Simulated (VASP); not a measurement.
Sn:

```
Sn
1.0
    -2.02919    2.02919    1.66076
     2.02919   -2.02919    1.66076
     2.02919    2.02919   -1.66076
Sn
1
Direct
  0.00000 0.00000 0.00000
```

```yaml
Program: VASP 6.6.1
Task: relaxation of cell and atoms
Functional: PBEsol
Dispersion: D3(BJ)
Potentials_or_basis: VASP PAW PBE potentials, release 64 (Sn_d)
Cutoff: 600 eV
k_mesh: 10 × 10 × 10
Occupations: fermi-dirac, width 0.05 eV
Spin: no spin polarisation
```

At the start: pressure -4.3 GPa; volume 27.35 Å³/atom.

Problem. How do energy, volume and symmetry change on relaxing?

Solution. Over 10 steps the energy falls by 34.9 meV/atom and the volume is 25.06 Å³/atom (-8.4 %); space group I4/mmm (No. 139, to 0.05 Å).

Step by step:
```tsv
step	energy change (eV)	largest force (eV/Å)	pressure (GPa)	volume (Å³)
1	0.0000	0.0000	-4.32	27.35
2	-0.0309	0.0000	1.62	24.54
3	-0.0336	0.0000	0.12	25.10
4	-0.0335	0.0000	-0.01	25.14
5	-0.0347	0.0000	-0.10	25.12
6	-0.0348	0.0000	-0.11	25.11
7	-0.0349	0.0000	-0.13	25.11
8	-0.0349	0.0000	-0.12	25.11
9	-0.0349	0.0000	0.08	25.03
10	-0.0349	0.0000	0.00	25.06
```

Final structure:
```xyz
1
Lattice="-1.9540 1.9540 1.6410 1.9540 -1.9540 1.6410 1.9540 1.9540 -1.6410" Properties=species:S:1:pos:R:3 pbc="T T T"
Sn    0.0000    0.0000    0.0000
```

Caveat: the PAW data sets were made with another functional, which shifts forces and pressure a little; pairwise dispersion overbinds metals, which lowers pressure and volume.
